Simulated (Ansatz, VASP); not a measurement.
**Cu in VASP and in Ansatz**

```
CELL_PARAMETERS angstrom
0.00000 1.82500 1.82500
1.82500 0.00000 1.82500
1.82500 1.82500 0.00000
ATOMIC_POSITIONS crystal
Cu 0.00000 0.00000 0.00000
```

Alike in both runs: task relaxation of cell and atoms; functional PBEsol; k mesh 10 × 10 × 10; occupations gaussian, width 0.1 eV; no spin polarisation.

|  | VASP | Ansatz |
| --- | --- | --- |
| version | VASP 6.6.1 | Ansatz 0.2.0 |
| potentials or method | VASP PAW PBE potentials, release 64 (Cu), cutoff 600 eV | scalar-relativistic, plane waves, PAW |
| valence electrons in the cell | 11 | 19 |

|  | VASP | Ansatz | Ansatz less VASP |
| --- | --- | --- | --- |
| gap on the k mesh at the Fermi level, each at its own relaxed structure (eV) | none | none | - |
| relaxed volume (Å³/atom) | 11.37 | 11.31 | -0.052 |
| relaxed cell length with the largest relative difference (Å) | 2.524 | 2.520 | -0.0039 |

VASP's potentials were made for PBE, not for PBEsol, and Ansatz warns of the same on its side. A gap of «none» marks a metal or a gap that the smearing closes. VASP's potentials hold 11 valence electrons a cell and Ansatz's 19, so a difference there can come from the potentials and not from the codes.
